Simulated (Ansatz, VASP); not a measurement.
**Co3Si8Ni in VASP and in Ansatz**

The input INCAR:

```
PREC = Accurate
ENCUT = 520
EDIFF = 1E-6
ISMEAR = 0
SIGMA = 0.1
LREAL = False
LASPH = True
NELM = 60
ALGO = Normal
ISIF = 2
LWAVE = False
LCHARG = False
GGA = PS
NBANDS = 46
```

KPOINTS

```
regular mesh
0
Gamma
  10 10 4
```

POSCAR

```
Co3Si8Ni
1.0
    3.7950919000      0.0000000000      0.0000000000
    0.0000000000      3.7950919000      0.0000000000
    0.0000000000      0.0000000000     10.7567548000
Co Si Ni
3 8 1
Direct
    0.0000000000      0.0000000000      0.0000000000
    0.5000000000      0.5000000000      0.2512990000
    0.5000000000      0.5000000000      0.7487010000
    0.5000000000      0.0000000000      0.1242070000
    0.0000000000      0.5000000000      0.3719500000
    0.5000000000      0.0000000000      0.6280500000
    0.0000000000      0.5000000000      0.8757930000
    0.5000000000      0.0000000000      0.3719500000
    0.0000000000      0.5000000000      0.6280500000
    0.5000000000      0.0000000000      0.8757930000
    0.0000000000      0.5000000000      0.1242070000
    0.0000000000      0.0000000000      0.5000000000
```

Input for Ansatz:

```yaml
crystal:
  lattice:
    - [3.7950919, 0.0, 0.0]
    - [0.0, 3.7950919, 0.0]
    - [0.0, 0.0, 10.7567548]
  atoms:
    - { symbol: Co, position: [0.0, 0.0, 0.0] }
    - { symbol: Co, position: [0.5, 0.5, 0.251299] }
    - { symbol: Co, position: [0.5, 0.5, 0.748701] }
    - { symbol: Si, position: [0.5, 0.0, 0.124207] }
    - { symbol: Si, position: [0.0, 0.5, 0.37195] }
    - { symbol: Si, position: [0.5, 0.0, 0.62805] }
    - { symbol: Si, position: [0.0, 0.5, 0.875793] }
    - { symbol: Si, position: [0.5, 0.0, 0.37195] }
    - { symbol: Si, position: [0.0, 0.5, 0.62805] }
    - { symbol: Si, position: [0.5, 0.0, 0.875793] }
    - { symbol: Si, position: [0.0, 0.5, 0.124207] }
    - { symbol: Ni, position: [0.0, 0.0, 0.5] }
basis:
  ecutwfc: 420
kpoints:
  mp_grid: { grid: [10, 10, 4] }
  band_path:
    path:
      - [[0.0, 0.0, 0.0], [0.0, 0.5, 0.0], [0.5, 0.5, 0.0], [0.0, 0.0, 0.0], [0.0, 0.0, 0.5], [0.0, 0.5, 0.5], [0.5, 0.5, 0.5], [0.0, 0.0, 0.5]]
      - [[0.0, 0.5, 0.0], [0.0, 0.5, 0.5]]
      - [[0.5, 0.5, 0.0], [0.5, 0.5, 0.5]]
    npoints: 10
hamiltonian:
  xc: pbesol
scf:
  occupations: { method: gaussian, width: 0.1 }
  n_extra_bands: 30
output:
  forces: true
  stress: true
  eigenvalues: true
  populations: true
  dos: { projected: true, de: 0.02, nscf_kmesh: { grid: [12, 12, 5] } }
  bader: false
  write_density: true
  write_potential: true
  elf: true
  volumetric_format: npy
```

Alike in both runs: task single point; functional PBEsol; k mesh 10 × 10 × 4; occupations gaussian, width 0.1 eV; no spin polarisation.

```csv
,VASP,Ansatz
version,VASP 6.6.1,Ansatz 0.2.0
potentials or method,"VASP PAW PBE potentials, release 64 (Co, Si, Ni), cutoff 520 eV","scalar-relativistic, plane waves, PAW"
valence electrons in the cell,69,101
```

Ansatz gave:

```
gap on the k mesh at the Fermi level (eV) : none
pressure (GPa)                            : -4.8
rms of the force components (eV/Å)        : 0.006
```

Q: Estimate VASP's values.

A: gap on the k mesh at the Fermi level (eV): none; pressure (GPa): -4.7; rms of the force components (eV/Å): 0.003.

VASP's potentials were made for PBE, not for PBEsol. Atom by atom the forces differ by 0.003 eV/Å (rms over components). A gap of «none» marks a metal or a gap that the smearing closes. VASP's potentials hold 69 valence electrons a cell and Ansatz's 101, so a difference there can come from the potentials and not from the codes.
